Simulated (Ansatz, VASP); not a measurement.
One calculation of AlAs4, two programs

```
Al As
1.0
     2.57626   -5.31160    0.00000
     2.57626    5.31160    0.00000
     0.00000    0.00000    8.16447
Al As
2 8
Cartesian
  2.5763 0.0000 0.0000
  0.0000 0.0000 4.0822
  1.7757 1.5317 3.1218
  3.3768 1.5317 5.0427
  1.7757 -1.5317 5.0427
  3.3768 -1.5317 3.1218
  4.3519 -1.5317 7.2040
  0.8006 -1.5317 0.9605
  4.3519 1.5317 0.9605
  0.8006 1.5317 7.2040
```

Change from the starting cell: species swapped into the Sn4Pd type (Ccce, No. 68).

Alike in both runs: functional PBE; k mesh 3 × 3 × 3; occupations gaussian, width 0.2 eV; no spin polarisation.

Ansatz relaxed the structure, and its values are those at the end. VASP's run is a single point on that final structure, the one shown.

|  | VASP | Ansatz |
| --- | --- | --- |
| version | VASP 6.6.1 | Ansatz 0.2.0 |
| potentials or method | VASP PAW PBE potentials, release 64 (Al, As), cutoff 520 eV | scalar-relativistic, plane waves, PAW |
| valence electrons in the cell | 46 | 126 |

|  | VASP | Ansatz | Ansatz less VASP |
| --- | --- | --- | --- |
| gap on the k mesh at the Fermi level (eV) | none | none | - |
| pressure (GPa) | 0.4 | 0.2 | -0.21 |
| rms of the force components (eV/Å) | 0.033 | 0.024 | -0.0093 |

A gap of «none» marks a metal or a gap that the smearing closes. The functional is the same, so the differences come from potentials, cutoffs and numerics. VASP's potentials hold 46 valence electrons a cell and Ansatz's 126, so a difference there can come from the potentials and not from the codes.

The k mesh is coarse, so the values compare programs but aren't converged.
